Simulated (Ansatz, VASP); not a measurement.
## One calculation of Au, two programs

File POSCAR:

```
Au
1.0
    2.9869983627      0.0000000000      0.0000000000
   -1.4934991814      2.5868164632      0.0000000000
    0.0000000000      0.0000000000      4.7336000000
Au
2
Direct
    0.3333333333      0.6666666667      0.7500000000
    0.6666666667      0.3333333333      0.2500000000
```

Contents of INCAR.step1:

```
SYSTEM = Au
PREC = Accurate
ENCUT = 520
ISMEAR = 0
SIGMA = 0.15
LREAL = .FALSE.
LASPH = .TRUE.
NELM = 60
NBANDS = 18
GGA = PE
ALGO = Normal
EDIFF = 1E-4
LWAVE = .TRUE.
LCHARG = .FALSE.
```

File INCAR.step2:

```
SYSTEM = Au
PREC = Accurate
ENCUT = 520
EDIFF = 1E-7
ISMEAR = 0
SIGMA = 0.15
LREAL = .FALSE.
LASPH = .TRUE.
NELM = 60
ALGO = Normal
ISIF = 2
LWAVE = .FALSE.
LCHARG = .FALSE.
METAGGA = R2SCAN
LMIXTAU = .TRUE.
NBANDS = 18
ISTART = 1
```

The input KPOINTS:

```
regular mesh
0
G
  18 18 10
  0 0 0
```

Input for Ansatz:

```yaml
crystal:
  lattice:
    - [2.9869983627, 0.0, 0.0]
    - [-1.4934991814, 2.5868164632, 0.0]
    - [0.0, 0.0, 4.7336]
  atoms:
    - { symbol: Au, position: [0.3333333333, 0.6666666667, 0.75] }
    - { symbol: Au, position: [0.6666666667, 0.3333333333, 0.25] }
basis:
  ecutwfc: 500
kpoints:
  mp_grid: { grid: [18, 18, 10] }
hamiltonian:
  xc: r2scan
scf:
  occupations: { method: gaussian, width: 0.15 }
output:
  forces: true
  stress: true
  eigenvalues: true
```

Change from the starting cell: strain +0.030 along x and y, -0.030 along z, atoms carried along.

Alike in both runs: task single point; functional r2SCAN; k mesh 18 × 18 × 10; occupations gaussian, width 0.15 eV; no spin polarisation.

```csv
,VASP,Ansatz
version,VASP 6.6.1,Ansatz 0.2.0
potentials or method,"VASP PAW PBE potentials, release 64 (Au), cutoff 520 eV","scalar-relativistic, plane waves, PAW"
valence electrons in the cell,22,38
```

VASP gave:

```
gap on the k mesh at the Fermi level (eV)                     : none
pressure (GPa)                                                : -4.8
traceless stress, the component that is largest in VASP (GPa) : 2.01
```

Problem. Estimate Ansatz's values.

Solution. gap on the k mesh at the Fermi level (eV): none; pressure (GPa): -5.0; traceless stress, the component that is largest in VASP (GPa): 1.98.

VASP's potentials were made for PBE, not for r2SCAN. A gap of «none» marks a metal or a gap that the smearing closes. VASP's potentials hold 22 valence electrons a cell and Ansatz's 38, so a difference there can come from the potentials and not from the codes.

Spin-orbit coupling is off throughout.
